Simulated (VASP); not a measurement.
# ZnCd2Te3 (P1) in VASP: single point with PBEsol

Aim: the single point of ZnCd2Te3 with PBEsol.

All numbers are computed with VASP 6.6.1; they aren't measurements. Logs are shortened: lines on timing, memory, paths and dates and some standing lists are left out, and cuts for length are marked.

### Step 1. The cell of the first run

The typed cell holds 6 atoms: a = 4.532 Å, b = 4.374 Å, c = 10.078 Å, α = 90.01°, β = 89.99°, γ = 121.19°.

### Step 2. Single point, PBEsol

The input, INCAR:

```
PREC     = Accurate       # precision mode
ENCUT    = 520            # plane-wave cutoff, eV
EDIFF    = 1E-7           # SCF threshold, eV
ISMEAR   = -1             # smearing method
SIGMA    = 0.05           # smearing width, eV
LREAL    = F              # projectors in reciprocal space
LASPH    = T              # aspherical terms in the spheres
NELM     = 60             # most SCF steps
ALGO     = Normal         # electronic algorithm
ISIF     = 2              # what is computed and relaxed
LWAVE    = F              # write WAVECAR
LCHARG   = F              # write CHGCAR
GGA      = PS             # functional
NBANDS   = 36             # bands
```

The input, KPOINTS:

```
regular mesh
0
Gamma
  6 6 2
```

The input, POSCAR:

```
ZnCd2Te3
1.0
    4.5320043950      0.0004116455     -0.0011260899
   -2.2656360030      3.7419821593      0.0015102725
    0.0044079113     -0.0033665104     10.0782793719
Zn Cd Te
1 2 3
Direct
    0.1710622006      0.0047565017     -0.0008516704
    0.1709446618      0.5048115957      0.6753812586
    0.6709830315      0.5050244879      0.3229425180
    0.1709169251      0.5047796745      0.1525140611
    0.6709507711      0.5048893619      0.8458018590
    0.1710702492      0.0048593425      0.4991515511
```

Potentials or basis: VASP PAW PBE potentials, release 64 (Zn, Cd, Te).

On the command line:

```bash
> cat potpaw_PBE.64/Zn/POTCAR potpaw_PBE.64/Cd/POTCAR potpaw_PBE.64/Te/POTCAR > POTCAR
> mpirun -np 1 vasp_std > vasp.out
```

OUTCAR:

```text
PREC = Accurate
   ENCUT = 520
   EDIFF = 1E-7
   ISMEAR = -1
   LREAL = F
   LASPH = T
   NELM = 60
   ISIF = 2
   GGA = PS

 ion  position               nearest neighbor table
   1  0.171  0.005  0.999-   4 2.68   4 2.68   5 2.68   5 2.68
   2  0.171  0.505  0.675-   6 2.82   6 2.82   5 2.84   5 2.84
   3  0.671  0.505  0.323-   6 2.82   6 2.82   4 2.84   4 2.84
   4  0.171  0.505  0.153-   1 2.68   1 2.68   3 2.84   3 2.84
   5  0.671  0.505  0.846-   1 2.68   1 2.68   2 2.84   2 2.84
   6  0.171  0.005  0.499-   2 2.82   3 2.82   2 2.82   3 2.82

  LATTYP: Found a triclinic cell.
 ALAT       =     4.5320045536
 B/A-ratio  =     0.9652282301
 C/A-ratio  =     2.2238020238
 COS(alpha) =     0.0001670166
 COS(beta)  =     0.0001888620
 COS(gamma) =     0.5178508391

  Lattice vectors:

 A1 = (  -4.5320043950,  -0.0004116455,   0.0011260899)
 A2 = (  -2.2656360030,   3.7419821593,   0.0015102725)
 A3 = (  -0.0044079113,   0.0033665104, -10.0782793719)

Analysis of symmetry for initial positions (statically):
=====================================================================
 Subroutine PRICEL returns:
 Original cell was already a primitive cell.

 Routine SETGRP: Setting up the symmetry group for a
 triclinic supercell.

 Subroutine GETGRP returns: Found  1 space group operations
 (whereof  1 operations were pure point group operations)
 out of a pool of  2 trial point group operations.

The static configuration has the point symmetry C_1 .

Analysis of symmetry for dynamics (positions and initial velocities):
=====================================================================
 Subroutine PRICEL returns:
 Original cell was already a primitive cell.

 Routine SETGRP: Setting up the symmetry group for a
 triclinic supercell.

 Subroutine GETGRP returns: Found  1 space group operations
 (whereof  1 operations were pure point group operations)
 out of a pool of  2 trial point group operations.

The dynamic configuration has the point symmetry C_1 .

 Subroutine INISYM returns: Found  1 space group operations
 (whereof  1 operations are pure point group operations),
 and found     1 'primitive' translations

----------------------------------------------------------------------------------------

                                     Primitive cell

  volume of cell :     170.9237

  direct lattice vectors                    reciprocal lattice vectors
     4.532004395  0.000411645 -0.001126090     0.220640772  0.133590096 -0.000051877
    -2.265636003  3.741982159  0.001510272    -0.000024250  0.267223327  0.000089273
     0.004407911 -0.003366510 10.078279372     0.000024657 -0.000025118  0.099223267

  length of vectors
     4.532004554  4.374418734 10.078280898     0.257931516  0.267223343  0.099223273

  position of ions in fractional coordinates (direct lattice)
     0.171062201  0.004756502  0.999148330
     0.170944662  0.504811596  0.675381259
     0.670983032  0.505024488  0.322942518
     0.170916925  0.504779674  0.152514061
     0.670950771  0.504889362  0.845801859
     0.171070249  0.004859342  0.499151551

  ion indices of the primitive-cell ions
   primitive index   ion index
                 1           1
                 2           2
                 3           3
                 4           4
                 5           5
                 6           6

----------------------------------------------------------------------------------------

 KPOINTS: regular mesh

Automatic generation of k-mesh.
 Grid dimensions read from file:
 generate k-points for:    6    6    2

 Generating k-lattice:

  Cartesian coordinates                     Fractional coordinates (reciprocal lattice)
     0.036773462  0.022265016 -0.000008646     0.166666667  0.000000000  0.000000000
    -0.000004042  0.044537221  0.000014879    -0.000000000  0.166666667  0.000000000
     0.000012328 -0.000012559  0.049611634     0.000000000  0.000000000  0.500000000

  Length of vectors
     0.042988586  0.044537224  0.049611637

  Shift w.r.t. Gamma in fractional coordinates (k-lattice)
     0.000000000  0.000000000  0.000000000

 Subroutine IBZKPT returns following result:
 ===========================================

 Found     40 irreducible k-points:

 Following reciprocal coordinates:
            Coordinates               Weight
  0.000000  0.000000  0.000000      1.000000
  0.166667 -0.000000  0.000000      2.000000
  0.333333 -0.000000  0.000000      2.000000
  0.500000 -0.000000  0.000000      1.000000
  0.000000  0.166667  0.000000      2.000000
  0.166667  0.166667  0.000000      2.000000
[... 16 lines left out ...]
  0.333333 -0.000000  0.500000      2.000000
  0.500000 -0.000000  0.500000      1.000000
 [... further k-points ...]
   k-points           NKPTS =     40   k-points in BZ     NKDIM =     40   number of bands    NBANDS=     36
   number of dos      NEDOS =    301   number of ions     NIONS =      6
   total plane-waves  NPLWV = 103680
   dimension x,y,z NGX =    36 NGY =   36 NGZ =   80
   dimension x,y,z NGXF=    72 NGYF=   72 NGZF=  160
   ions per type =               1   2   3
   NGX,Y,Z   is equivalent  to a cutoff of  13.21, 13.68, 13.20 a.u.
   NGXF,Y,Z  is equivalent  to a cutoff of  26.41, 27.36, 26.39 a.u.
 SYSTEM =  unknown system
   PREC   = accura    normal or accurate (medium, high low for compatibility)
   ISTART =      0    job   : 0-new  1-cont  2-samecut
   ICHARG =      2    charge: 1-file 2-atom 10-const
   ISPIN  =      1    spin polarized calculation?
   LNONCOLLINEAR =      F non collinear calculations
   LSORBIT =      F    spin-orbit coupling
   LASPH  =      T    aspherical Exc in radial PAW
   ENCUT  =  520.0 eV  38.22 Ry    6.18 a.u.   8.43  8.13 18.74*2*pi/ulx,y,z
   NELM   =     60;   NELMIN=  2; NELMDL= -5     # of ELM steps
   EDIFF  = 0.1E-06   stopping-criterion for ELM
   LREAL  =      F    real-space projection
   EDIFFG = 0.1E-05   stopping-criterion for IOM
   NSW    =      0    number of steps for IOM
   IBRION =     -1    ionic relax: 0-MD 1-quasi-New 2-CG
   NFREE  =      0    steps in history (QN), initial steepest desc. (CG)
   ISIF   =      2    stress and relaxation
   ISYM   =      2    0-nonsym 1-usesym 2-fastsym
   POTIM  = 0.5000    time-step for ionic-motion
   TEBEG  =    0.0;   TEEND  =   0.0 temperature during run
   PSTRESS=    0.0 pullay stress
   NELECT =      54.0000    total number of electrons
   NUPDOWN=      -1.0000    fix difference up-down
   EMIN   =  10.00;   EMAX   =-10.00  energy-range for DOS
   EFERMI =   0.00;   METHOD = LEGACY
   ISMEAR =    -1;   SIGMA  =   0.05  broadening in eV -4-tet -1-fermi 0-gaus
   EFERMI_NEDOS =   21; number of points for ismear=-14 and -15
   IALGO  =     38    algorithm
   IMIX   =      4    mixing-type and parameters
     AMIX     =   0.40;   BMIX     =  1.00
     AMIX_MAG =   1.60;   BMIX_MAG =  1.00
  volume/ion in A,a.u.               =      28.49       192.24
  Fermi-wavevector in a.u.,A,eV,Ry     =   1.114993  2.107030 16.914876  1.243208
  Thomas-Fermi vector in A             =   2.251593
   LORBIT       =      0    0 simple, 1 ext, 2 COOP (PROOUT), +10 PAW based schemes
   GGA     = PS    functional components
   LHFCALC =     F    Hartree Fock is set to
   AEXX    =    0.0000 exact exchange contribution
   IVDW    =     0    specifies the selected vdW correction
   LEPSILON=     F    determine dielectric tensor
   LRPA    =     F    only Hartree local field effects (RPA)
 non-spin polarized calculation
  energy-cutoff  :      520.00
  volume of cell :      170.92
 maximum number of plane-waves:      4632
 NGX is ok and might be reduce to    36
   NGX = 17   NGY = 17   NGZ = 37

 number of electron      54.0000001 magnetization

 Free energy of the ion-electron system (eV)
  ---------------------------------------------------
  ext. energy  EPLUGINS =         0.00000000
  ---------------------------------------------------
  free energy    TOTEN  =       -16.24788083 eV

  energy without entropy =      -16.24582253  energy(sigma->0) =      -16.24685168

 E-fermi :   3.8506     XC(G=0):  -9.6111

 val. band max:        3.7716799554   @ k =  -0.0000   0.0000   0.5000
 cond. band min:       3.9030930772   @ k =   0.0000   0.0000   0.0000
 fundamental gap:      0.1314131218
 Fermi energy:         3.8505654489

 k-point     1 :       0.0000    0.0000    0.0000
  band No.  band energies     occupation
      1      -8.2965      2.00000
      2      -7.5096      2.00000
      3      -7.3756      2.00000
      4      -4.9781      2.00000
      5      -4.8455      2.00000
      6      -4.8326      2.00000
[... 28 lines left out ...]
     35       9.4096      0.00000
     36       9.8999      0.00000

 k-point     2 :       0.1667   -0.0000    0.0000
  band No.  band energies     occupation
      1      -8.1417      2.00000
      2      -7.4591      2.00000
      3      -7.3207      2.00000
      4      -4.9357      2.00000
      5      -4.8520      2.00000
      6      -4.8022      2.00000
[... 28 lines left out ...]
     35       8.9968      0.00000
     36       9.4392      0.00000

 k-point     3 :       0.3333   -0.0000    0.0000
  band No.  band energies     occupation
      1      -7.7576      2.00000
      2      -7.3672      2.00000
      3      -7.2408      2.00000
      4      -4.8660      2.00000
      5      -4.8598      2.00000
      6      -4.7374      2.00000
[... 28 lines left out ...]
     35       9.6766      0.00000
     36      10.0374      0.00000

 k-point     4 :       0.5000   -0.0000    0.0000
  band No.  band energies     occupation
      1      -7.4434      2.00000
      2      -7.3251      2.00000
      3      -7.2972      2.00000
      4      -4.8618      2.00000
      5      -4.8522      2.00000
      6      -4.7234      2.00000
[... 28 lines left out ...]
     35      10.2141      0.00000
     36      10.7592      0.00000

 k-point     5 :       0.0000    0.1667    0.0000
  band No.  band energies     occupation
      1      -8.1337      2.00000
      2      -7.4418      2.00000
      3      -7.2950      2.00000
      4      -4.9413      2.00000
      5      -4.8699      2.00000
      6      -4.7787      2.00000
[... 655 lines left out ...]
 k-point    22 :       0.1667   -0.0000    0.5000
  band No.  band energies     occupation
      1      -8.0240      2.00000
      2      -7.7862      2.00000
      3      -7.1006      2.00000
      4      -4.9502      2.00000
      5      -4.8471      2.00000
      6      -4.7993      2.00000
[... 28 lines left out ...]
     35       9.0313      0.00000
     36       9.3879      0.00000

 k-point    23 :       0.3333   -0.0000    0.5000
  band No.  band energies     occupation
      1      -7.6867      2.00000
      2      -7.5239      2.00000
      3      -7.1569      2.00000
      4      -4.8803      2.00000
      5      -4.8535      2.00000
      6      -4.7345      2.00000
[... 28 lines left out ...]
     35       9.5287      0.00000
     36      10.0496      0.00000

 k-point    24 :       0.5000   -0.0000    0.5000
  band No.  band energies     occupation
      1      -7.4281      2.00000
      2      -7.3408      2.00000
      3      -7.2972      2.00000
      4      -4.8580      2.00000
      5      -4.8479      2.00000
      6      -4.7259      2.00000
[... 28 lines left out ...]
     35       8.3875      0.00000
     36      11.2385      0.00000

 [... further k-points ...]

------------------------ aborting loop because EDIFF is reached ----------------------------------------

  FORCE on cell =-STRESS in cart. coord.  units (eV):
  Direction    XX          YY          ZZ          XY          YZ          ZX
  --------------------------------------------------------------------------------------
  -------------------------------------------------------------------------------------
  Total        0.2329522      0.1982459      0.1921643     -0.0048035      0.0020425     -0.0045160
  in kB        2.1836092      1.8582857      1.8012783     -0.0450261      0.0191456     -0.0423316
  external PRESSURE =       1.9477244 kB  Pullay stress =       0.0000000 kB

 VOLUME and BASIS-vectors are now :
 -----------------------------------------------------------------------------
  energy-cutoff  :      520.00
  volume of cell :      170.92
      direct lattice vectors                 reciprocal lattice vectors
     4.532004395  0.000411645 -0.001126090     0.220640772  0.133590096 -0.000051877
    -2.265636003  3.741982159  0.001510272    -0.000024250  0.267223327  0.000089273
     0.004407911 -0.003366510 10.078279372     0.000024657 -0.000025118  0.099223267

 POSITION                                       TOTAL-FORCE (eV/Angst)
 -----------------------------------------------------------------------------------
      0.76888      0.01451     10.06951        -0.000221      0.000253      0.000472
     -0.36602      1.88679      6.80725        -0.000268      0.000097      0.005072
      1.89812      1.88898      3.25471        -0.000523     -0.000022     -0.004979
     -0.36838      1.88843      1.53765         0.000544     -0.000089     -0.009706
      1.90058      1.88672      8.52423         0.000503     -0.000247      0.009724
      0.76648      0.01657      5.03040        -0.000035      0.000008     -0.000583
 -----------------------------------------------------------------------------------
    total drift:                                0.000428      0.000311      0.000772

  FREE ENERGIE OF THE ION-ELECTRON SYSTEM (eV)
  ---------------------------------------------------
  free  energy   TOTEN  =       -16.2478808288 eV

  energy  without entropy=      -16.2458225259  energy(sigma->0) =      -16.24685168
```

Wall time 6.3 min (1 thread of Intel Xeon 8259CL, shared host); peak memory 0.43 GiB.

What came out:

```
Free energy            : -16.2479 eV
Pressure               : 0.2 GPa
Largest force          : 0.010 eV/Å
Band gap on the k mesh : 0.13 eV (least direct gap 0.29 eV)
```

Forces on the atoms (eV/Å):
```
Zn   0.000  0.000  0.000
Cd   0.000  0.000  0.005
Cd  -0.001  0.000 -0.005
Te   0.001  0.000 -0.010
Te   0.001  0.000  0.010
Te   0.000  0.000 -0.001
```

Caveat: semilocal functionals underestimate gaps, and a narrow one can read as zero; the PAW data sets were made with another functional, which shifts forces and pressure a little; spin-orbit coupling is left out, which moves the levels of the heavy elements. A k mesh can miss the band edges.
